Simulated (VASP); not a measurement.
# Sr2NbO2 (P6/mmm) in VASP: single point with PBE

Aim: the single point of Sr2NbO2 with PBE.

Program: VASP 6.6.1. These are calculated values, not measurements. Logs are shortened: lines on timing, memory, paths and dates and some standing lists are left out, and cuts for length are marked.

### Step 1. The cell of the first run

The structure is hexagonal, space group P6/mmm (No. 191). Conventional cell: a = 7.285 Å, b = 7.285 Å, c = 4.349 Å, α = 90.00°, β = 90.00°, γ = 120.00°. Within 2.9 Å of Sr (site symmetry -6m2) lie 2 O at 2.17 Å. Within 5.5 Å of Nb (site symmetry 6/mmm) lie 6 Sr at 4.21 Å and 2 Nb at 4.35 Å and 12 O at 4.73 Å. O (site symmetry -6m2) has 2 Sr at 2.17 Å within 2.9 Å.

The cell was generated, and may not be a known phase.

### Step 2. Single point, PBE, collinear spin

INCAR

```
SYSTEM = Sr2NbO2
PREC = Accurate ; ENCUT = 520
EDIFF = 1E-6 ; ISMEAR = 0
SIGMA = 0.1 ; LREAL = .False.
LASPH = .True. ; NELM = 150
ALGO = Normal ; ISIF = 2
LWAVE = .False. ; LCHARG = .False.
ISPIN = 2 ; MAGMOM = 0 0 4.34 0.31 0.31
LORBIT = 11 ; LMAXMIX = 4
GGA = PE ; NBANDS = 34
```

KPOINTS

```
Automatic mesh
0
Gamma
  6 6 10
  0 0 0
```

POSCAR

```
Sr2NbO2
1.0
    7.2846703962      0.0000000000      0.0000000000
   -3.6423351981      6.3087096213      0.0000000000
    0.0000000000      0.0000000000      4.3491686282
Sr Nb O
2 1 2
Direct
    0.3333333333      0.6666666667      0.0000000000
    0.6666666667      0.3333333333      0.0000000000
    0.0000000000      0.0000000000      0.0000000000
    0.3333333333      0.6666666667      0.5000000000
    0.6666666667      0.3333333333      0.5000000000
```

Potentials or basis: VASP PAW PBE potentials, release 64 (Sr_sv, Nb_sv, O).

The run is started by

```console
$ cat potpaw_PBE.64/Sr_sv/POTCAR potpaw_PBE.64/Nb_sv/POTCAR potpaw_PBE.64/O/POTCAR > POTCAR
$ mpirun -np 1 vasp_std > vasp.out
```

OUTCAR:

```text
SYSTEM = Sr2NbO2
   PREC = Accurate
   ENCUT = 520
   EDIFF = 1E-6
   ISMEAR = 0
   LREAL = .False.
   LASPH = .True.
   NELM = 150
   ISIF = 2
   ISPIN = 2
   LORBIT = 11
   GGA = PE

 ion  position               nearest neighbor table
   1  0.333  0.667  0.000-   4 2.17   4 2.17   2 4.21   2 4.21   2 4.21
   2  0.667  0.333  0.000-   5 2.17   5 2.17   1 4.21   1 4.21   1 4.21
   3  0.000  0.000  0.000-
   4  0.333  0.667  0.500-   1 2.17   1 2.17
   5  0.667  0.333  0.500-   2 2.17   2 2.17

  LATTYP: Found a hexagonal cell.
 ALAT       =     7.2846703962
 C/A-ratio  =     0.5970302555

  Lattice vectors:

 A1 = (   7.2846703962,   0.0000000000,   0.0000000000)
 A2 = (  -3.6423351981,   6.3087096213,   0.0000000000)
 A3 = (   0.0000000000,   0.0000000000,   4.3491686282)

Analysis of symmetry for initial positions (statically):
=====================================================================
 Subroutine PRICEL returns:
 Original cell was already a primitive cell.

 Routine SETGRP: Setting up the symmetry group for a
 hexagonal supercell.

 Subroutine GETGRP returns: Found 24 space group operations
 (whereof 24 operations were pure point group operations)
 out of a pool of 24 trial point group operations.

The static configuration has the point symmetry D_6h.

Analysis of symmetry for dynamics (positions and initial velocities):
=====================================================================
 Subroutine PRICEL returns:
 Original cell was already a primitive cell.

 Routine SETGRP: Setting up the symmetry group for a
 hexagonal supercell.

 Subroutine GETGRP returns: Found 24 space group operations
 (whereof 24 operations were pure point group operations)
 out of a pool of 24 trial point group operations.

The dynamic configuration has the point symmetry D_6h.

Analysis of structural, dynamic, and magnetic symmetry:
=====================================================================
 Subroutine PRICEL returns:
 Original cell was already a primitive cell.

 Routine SETGRP: Setting up the symmetry group for a
 hexagonal supercell.

 Subroutine GETGRP returns: Found 24 space group operations
 (whereof 24 operations were pure point group operations)
 out of a pool of 24 trial point group operations.

The overall configuration has the point symmetry D_6h.

 Subroutine INISYM returns: Found 24 space group operations
 (whereof 24 operations are pure point group operations),
 and found     1 'primitive' translations

----------------------------------------------------------------------------------------

                                     Primitive cell

  volume of cell :     199.8742

  direct lattice vectors                    reciprocal lattice vectors
     7.284670396  0.000000000  0.000000000     0.137274571  0.079255510  0.000000000
    -3.642335198  6.308709621  0.000000000     0.000000000  0.158511020  0.000000000
     0.000000000  0.000000000  4.349168628     0.000000000  0.000000000  0.229929001

  length of vectors
     7.284670396  7.284670396  4.349168628     0.158511020  0.158511020  0.229929001

  position of ions in fractional coordinates (direct lattice)
     0.333333333  0.666666667  0.000000000
     0.666666667  0.333333333  0.000000000
     0.000000000  0.000000000  0.000000000
     0.333333333  0.666666667  0.500000000
     0.666666667  0.333333333  0.500000000

  ion indices of the primitive-cell ions
   primitive index   ion index
                 1           1
                 2           2
                 3           3
                 4           4
                 5           5

----------------------------------------------------------------------------------------

 KPOINTS: Automatic mesh

Automatic generation of k-mesh.
 Grid dimensions read from file:
 generate k-points for:    6    6   10

 Generating k-lattice:

  Cartesian coordinates                     Fractional coordinates (reciprocal lattice)
     0.022879095  0.013209252  0.000000000     0.166666667  0.000000000  0.000000000
     0.000000000  0.026418503  0.000000000     0.000000000  0.166666667  0.000000000
     0.000000000  0.000000000  0.022992900     0.000000000  0.000000000  0.100000000

  Length of vectors
     0.026418503  0.026418503  0.022992900

  Shift w.r.t. Gamma in fractional coordinates (k-lattice)
     0.000000000  0.000000000  0.000000000

 Subroutine IBZKPT returns following result:
 ===========================================

 Found     42 irreducible k-points:

 Following reciprocal coordinates:
            Coordinates               Weight
  0.000000  0.000000  0.000000      1.000000
  0.166667  0.000000  0.000000      6.000000
  0.333333  0.000000  0.000000      6.000000
  0.500000  0.000000  0.000000      3.000000
  0.166667  0.166667  0.000000      6.000000
  0.333333  0.166667  0.000000     12.000000
[... 16 lines left out ...]
  0.166667  0.000000  0.300000     12.000000
  0.333333  0.000000  0.300000     12.000000
 [... further k-points ...]
   k-points           NKPTS =     42   k-points in BZ     NKDIM =     42   number of bands    NBANDS=     34
   number of dos      NEDOS =    301   number of ions     NIONS =      5
   total plane-waves  NPLWV =  93312
   dimension x,y,z NGX =    54 NGY =   54 NGZ =   32
   dimension x,y,z NGXF=   108 NGYF=  108 NGZF=   64
   ions per type =               2   1   2
   NGX,Y,Z   is equivalent  to a cutoff of  12.32, 12.32, 12.23 a.u.
   NGXF,Y,Z  is equivalent  to a cutoff of  24.65, 24.65, 24.46 a.u.
 SYSTEM =  Sr2NbO2
   PREC   = accura    normal or accurate (medium, high low for compatibility)
   ISTART =      0    job   : 0-new  1-cont  2-samecut
   ICHARG =      2    charge: 1-file 2-atom 10-const
   ISPIN  =      2    spin polarized calculation?
   LNONCOLLINEAR =      F non collinear calculations
   LSORBIT =      F    spin-orbit coupling
   LASPH  =      T    aspherical Exc in radial PAW
   ENCUT  =  520.0 eV  38.22 Ry    6.18 a.u.  13.54 13.54  8.09*2*pi/ulx,y,z
   NELM   =    150;   NELMIN=  2; NELMDL= -5     # of ELM steps
   EDIFF  = 0.1E-05   stopping-criterion for ELM
   LREAL  =      F    real-space projection
   EDIFFG = 0.1E-04   stopping-criterion for IOM
   NSW    =      0    number of steps for IOM
   IBRION =     -1    ionic relax: 0-MD 1-quasi-New 2-CG
   NFREE  =      0    steps in history (QN), initial steepest desc. (CG)
   ISIF   =      2    stress and relaxation
   ISYM   =      2    0-nonsym 1-usesym 2-fastsym
   POTIM  = 0.5000    time-step for ionic-motion
   TEBEG  =    0.0;   TEEND  =   0.0 temperature during run
   PSTRESS=    0.0 pullay stress
   NELECT =      45.0000    total number of electrons
   NUPDOWN=      -1.0000    fix difference up-down
   EMIN   =  10.00;   EMAX   =-10.00  energy-range for DOS
   EFERMI =   0.00;   METHOD = LEGACY
   ISMEAR =     0;   SIGMA  =   0.10  broadening in eV -4-tet -1-fermi 0-gaus
   EFERMI_NEDOS =   21; number of points for ismear=-14 and -15
   IALGO  =     38    algorithm
   IMIX   =      4    mixing-type and parameters
     AMIX     =   0.40;   BMIX     =  1.00
     AMIX_MAG =   1.60;   BMIX_MAG =  1.00
  volume/ion in A,a.u.               =      39.97       269.76
  Fermi-wavevector in a.u.,A,eV,Ry     =   0.995925  1.882026 13.495173  0.991867
  Thomas-Fermi vector in A             =   2.127979
   LORBIT       =     11    0 simple, 1 ext, 2 COOP (PROOUT), +10 PAW based schemes
   GGA     = PE    functional components
   LHFCALC =     F    Hartree Fock is set to
   AEXX    =    0.0000 exact exchange contribution
   IVDW    =     0    specifies the selected vdW correction
   LEPSILON=     F    determine dielectric tensor
   LRPA    =     F    only Hartree local field effects (RPA)
 spin polarized calculation
 Gauss-broadening in eV      SIGMA  =   0.10
  energy-cutoff  :      520.00
  volume of cell :      199.87
 maximum number of plane-waves:      5411
   NGX = 27   NGY = 27   NGZ = 17

 number of electron      45.0000009 magnetization       5.4124699

 Free energy of the ion-electron system (eV)
  ---------------------------------------------------
  ext. energy  EPLUGINS =         0.00000000
  ---------------------------------------------------
  free energy    TOTEN  =       -22.72925965 eV

  energy without entropy =      -22.70598601  energy(sigma->0) =      -22.71762283

 E-fermi :   0.2476     XC(G=0):  -6.8092

 val. band max:        0.2456091191   @ k =   0.1667   0.1667   0.3000
 cond. band min:       0.2612918216   @ k =   0.3333   0.0000   0.1000
 fundamental gap:      0.0156827024
 Fermi energy:         0.2476149834

 spin component 1

 k-point     1 :       0.0000    0.0000    0.0000
  band No.  band energies     occupation
      1     -55.0376      1.00000
      2     -34.1861      1.00000
      3     -34.1769      1.00000
      4     -31.3657      1.00000
      5     -31.2257      1.00000
      6     -31.2257      1.00000
[... 26 lines left out ...]
     33       5.3548      0.00000
     34       5.8243      0.00000

 k-point     2 :       0.1667    0.0000    0.0000
  band No.  band energies     occupation
      1     -55.0376      1.00000
      2     -34.1856      1.00000
      3     -34.1775      1.00000
      4     -31.3657      1.00000
      5     -31.2257      1.00000
      6     -31.2257      1.00000
[... 26 lines left out ...]
     33       5.3573      0.00000
     34       5.8262      0.00000
[... 775 lines left out ...]
     33       5.9103      0.00000
     34       5.9644      0.00000

 k-point    24 :       0.3333    0.0000    0.3000
  band No.  band energies     occupation
      1     -55.0374      1.00000
      2     -34.1741      1.00000
      3     -34.1688      1.00000
      4     -31.3718      1.00000
      5     -31.2252      1.00000
      6     -31.2252      1.00000
[... 26 lines left out ...]
     33       5.6636      0.00000
     34       5.7314      0.00000

 [... further k-points ...]

 spin component 2

 k-point     1 :       0.0000    0.0000    0.0000
  band No.  band energies     occupation
      1     -53.1793      1.00000
      2     -34.1436      1.00000
      3     -34.1342      1.00000
      4     -29.3515      1.00000
      5     -29.0374      1.00000
      6     -29.0374      1.00000
[... 26 lines left out ...]
     33       5.3469      0.00000
     34       5.9681      0.00000

 k-point     2 :       0.1667    0.0000    0.0000
  band No.  band energies     occupation
      1     -53.1793      1.00000
      2     -34.1430      1.00000
      3     -34.1348      1.00000
      4     -29.3515      1.00000
      5     -29.0374      1.00000
      6     -29.0374      1.00000
[... 26 lines left out ...]
     33       5.3854      0.00000
     34       6.0679      0.00000
[... 775 lines left out ...]
     33       6.0639      0.00000
     34       6.0947      0.00000

 k-point    24 :       0.3333    0.0000    0.3000
  band No.  band energies     occupation
      1     -53.1791      1.00000
      2     -34.1319      1.00000
      3     -34.1266      1.00000
      4     -29.3575      1.00000
      5     -29.0369      1.00000
      6     -29.0369      1.00000
[... 26 lines left out ...]
     33       6.0444      0.00000
     34       6.0749      0.00000

 [... further k-points ...]

------------------------ aborting loop because EDIFF is reached ----------------------------------------

  FORCE on cell =-STRESS in cart. coord.  units (eV):
  Direction    XX          YY          ZZ          XY          YZ          ZX
  --------------------------------------------------------------------------------------
  -------------------------------------------------------------------------------------
  Total       -0.0224032     -0.0224032      1.3154088      0.0000000     -0.0000000      0.0000000
  in kB       -0.1795822     -0.1795822     10.5442241      0.0000000     -0.0000000      0.0000000
  external PRESSURE =       3.3950199 kB  Pullay stress =       0.0000000 kB

 VOLUME and BASIS-vectors are now :
 -----------------------------------------------------------------------------
  energy-cutoff  :      520.00
  volume of cell :      199.87
      direct lattice vectors                 reciprocal lattice vectors
     7.284670396  0.000000000  0.000000000     0.137274571  0.079255510  0.000000000
    -3.642335198  6.308709621  0.000000000     0.000000000  0.158511020  0.000000000
     0.000000000  0.000000000  4.349168628     0.000000000  0.000000000  0.229929001

 POSITION                                       TOTAL-FORCE (eV/Angst)
 -----------------------------------------------------------------------------------
     -0.00000      4.20581      0.00000        -0.000000      0.000000      0.000000
      3.64234      2.10290      0.00000         0.000000     -0.000000      0.000000
      0.00000      0.00000      0.00000        -0.000000      0.000000      0.000000
     -0.00000      4.20581      2.17458        -0.000000     -0.000000     -0.000000
      3.64234      2.10290      2.17458         0.000000      0.000000      0.000000
 -----------------------------------------------------------------------------------
    total drift:                               -0.000000      0.000000      0.000000

  FREE ENERGIE OF THE ION-ELECTRON SYSTEM (eV)
  ---------------------------------------------------
  free  energy   TOTEN  =       -22.7292596485 eV

  energy  without entropy=      -22.7059860077  energy(sigma->0) =      -22.71762283

 total charge

# of ion       s       p       d       tot
------------------------------------------
    1        2.012   5.789   0.325   8.126
    2        2.012   5.789   0.325   8.126
    3        2.149   5.857   2.706  10.712
    4        1.583   3.352   0.000   4.935
    5        1.583   3.352   0.000   4.935
--------------------------------------------------
tot          9.339  24.140   3.356  36.835

 magnetization (x)

# of ion       s       p       d       tot
------------------------------------------
    1        0.001   0.036   0.005   0.042
    2        0.001   0.036   0.005   0.042
    3        0.097   0.013   2.695   2.805
    4        0.004   0.278   0.000   0.282
    5        0.004   0.278   0.000   0.282
--------------------------------------------------
tot          0.108   0.641   2.704   3.453
```

Wall time 8.1 min (1 thread of Intel Xeon 6975P-C (Granite Rapids), shared host); peak memory 0.67 GiB.

What came out:

| Item | Value |
| --- | --- |
| Free energy | -22.7293 eV |
| Pressure | 0.3 GPa |
| Net moment | 5.41 μB per cell |
| Site moments | Sr +0.04; Nb +2.81; O +0.28 μB |
| Valence electrons inside the program's atomic spheres | Sr 8.13; Nb 10.71; O 4.93 |

Stress tensor (GPa, compression positive):
```
-0.02  0.00  0.00
 0.00 -0.02  0.00
 0.00  0.00  1.05
```

Levels at points of the mesh, in eV from the Fermi level:
Spin up:
```
           k point  band 23  band 24  band 25  band 26  band 27  band 28
(0.00, 0.00, 0.00)    -0.29    -0.29     0.10     0.10     1.24     1.24
(0.50, 0.00, 0.00)    -0.38    -0.35     0.09     0.10     0.13     1.54
(0.00, 0.00, 0.50)    -0.34    -0.30    -0.30     0.82     1.08     1.94
(0.50, 0.00, 0.50)    -0.41    -0.32    -0.30     0.82     0.91     1.45
```
Spin down:
```csv
k point,band 16,band 17,band 18,band 19,band 20,band 21,band 22,band 23,band 24,band 25
"(0.00, 0.00, 0.00)",-1.20,-1.06,-0.90,-0.90,0.48,0.51,1.24,2.00,2.00,2.26
"(0.50, 0.00, 0.00)",-1.26,-0.99,-0.82,0.06,0.49,0.50,0.71,1.21,1.55,1.95
"(0.00, 0.00, 0.50)",-2.37,-1.78,-1.78,-1.45,-1.45,-0.03,1.84,1.84,2.09,2.09
"(0.50, 0.00, 0.50)",-2.39,-1.85,-1.76,-1.51,-1.37,0.86,1.44,1.60,1.72,1.87
```
